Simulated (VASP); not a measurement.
Wanted: the native input for a VASP 6.6.1 run.

```
Task                   : single point
Functional             : r2SCAN
Dispersion             : rVV10
Potentials or basis    : VASP PAW PBE potentials, release 64 (Rb_sv, Pb_d, F)
Cutoff                 : 520 eV
k mesh                 : 6 × 6 × 4
Occupations            : fermi-dirac, width 0.03 eV
Spin                   : no spin polarisation
Dipole correction      : no
Further INCAR settings : ALGO = Normal; EDIFF = 1e-06; NBANDS = 38
```

The system is RbPbF5.

```
CELL_PARAMETERS angstrom
3.70512 0.00000 0.00000
0.00000 3.70512 0.00000
0.00000 0.00000 6.94734
ATOMIC_POSITIONS crystal
Rb 0.00000 0.00000 0.50000
Pb 0.50000 0.50000 0.00000
F 0.00000 0.00000 0.00000
F 0.50000 0.00000 0.79109
F 0.00000 0.50000 0.79109
F 0.50000 0.00000 0.20891
F 0.00000 0.50000 0.20891
```

These files were run (other wordings do the same):

POSCAR

```
RbPbF5
1.0
    3.7051243050      0.0000000000      0.0000000000
    0.0000000000      3.7051243050      0.0000000000
    0.0000000000      0.0000000000      6.9473354917
Rb Pb F
1 1 5
Direct
    0.0000000000      0.0000000000      0.5000000000
    0.5000000000      0.5000000000      0.0000000000
    0.0000000000      0.0000000000      0.0000000000
    0.5000000000      0.0000000000      0.7910853796
    0.0000000000      0.5000000000      0.7910853796
    0.5000000000      0.0000000000      0.2089146204
    0.0000000000      0.5000000000      0.2089146204
```

INCAR.step1

```
SYSTEM = RbPbF5
PREC = Accurate
ENCUT = 520
ISMEAR = -1
SIGMA = 0.03
LREAL = .False.
LASPH = .True.
NELM = 100
NBANDS = 38
GGA = PE
ALGO = Normal
EDIFF = 1E-4
LWAVE = .True.
LCHARG = .False.
```

INCAR.step2

```
SYSTEM = RbPbF5
PREC = Accurate
ENCUT = 520
EDIFF = 1E-6
ISMEAR = -1
SIGMA = 0.03
LREAL = .False.
LASPH = .True.
NELM = 100
ALGO = Normal
ISIF = 2
LWAVE = .False.
LCHARG = .True.
METAGGA = R2SCAN
LMIXTAU = .True.
LUSE_VDW = .True.
IVDW_NL = 2
BPARAM = 11.95
CPARAM = 0.0093
LELF = .True.
LVHAR = .True.
NBANDS = 38
ISTART = 1
```

KPOINTS

```
regular mesh
0
Gamma
  6 6 4
  0 0 0
```

Potentials or basis: VASP PAW PBE potentials, release 64 (Rb_sv, Pb_d, F).

Launch:

```console
$ cat potpaw_PBE.64/Rb_sv/POTCAR potpaw_PBE.64/Pb_d/POTCAR potpaw_PBE.64/F/POTCAR > POTCAR
$ cp INCAR.step1 INCAR
$ mpirun -np 1 vasp_std > vasp.out
$ cp INCAR.step2 INCAR
$ mpirun -np 1 vasp_std > vasp.out
```

Results of the run:

The pressure is 0.5 GPa. The largest force is 0.043 eV/Å and the band gap on the k mesh is zero (bands 29 and 30 overlap by 0.73 eV).

Caveat: the PAW data sets were made with another functional, which shifts forces and pressure a little; spin-orbit coupling is left out, which moves the levels of the heavy elements.

Run time: 3.1 min on 1 thread of Intel(R) Xeon(R) 6975P-C (Granite Rapids), with other jobs on the host, peak memory 0.42 GiB.
